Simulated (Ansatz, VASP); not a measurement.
# AlGa3N4: VASP beside Ansatz

```xyz
8
Lattice="4.3680 0.0667 0.0667 0.0667 4.3680 0.0667 0.0667 0.0667 4.3680" Properties=species:S:1:pos:R:3 pbc="T T T"
Al    0.0000    0.0000    0.0000
Ga    2.2173    2.2173    0.0667
Ga    2.2173    0.0667    2.2173
Ga    0.0667    2.2173    2.2173
N     3.3637    3.3637    1.1716
N     3.3637    1.1716    3.3637
N     1.1716    3.3637    3.3637
N     1.1037    1.1037    1.1037
```

Alike in both runs: task single point; functional LDA; k mesh 6 × 6 × 6; occupations gaussian, width 0.05 eV; no spin polarisation.

|  | VASP | Ansatz |
| --- | --- | --- |
| version | VASP 6.6.1 | Ansatz 0.2.0 |
| potentials or method | VASP PAW LDA potentials, release 64 (Al, Ga_d, N_h), cutoff 1330 eV | scalar-relativistic, plane waves, PAW |
| valence electrons in the cell | 62 | 62 |

```tsv
	VASP	Ansatz	Ansatz less VASP
gap on the k mesh at the Fermi level (eV)	2.72	2.71	-0.009
least direct gap on the mesh (eV)	2.72	2.71	-0.009
pressure (GPa)	10.9	9.7	-1.17
traceless stress, the component that is largest in VASP (GPa)	-7.08	-6.98	+0.095
rms of the force components (eV/Å)	0.310	0.298	-0.0123
```

Ansatz warns that its potentials were made for another functional, while VASP's fit it. LDA's correlation is that of Perdew and Zunger in VASP and of Perdew and Wang (1992) in Ansatz. Atom by atom the forces differ by 0.017 eV/Å (rms over components).
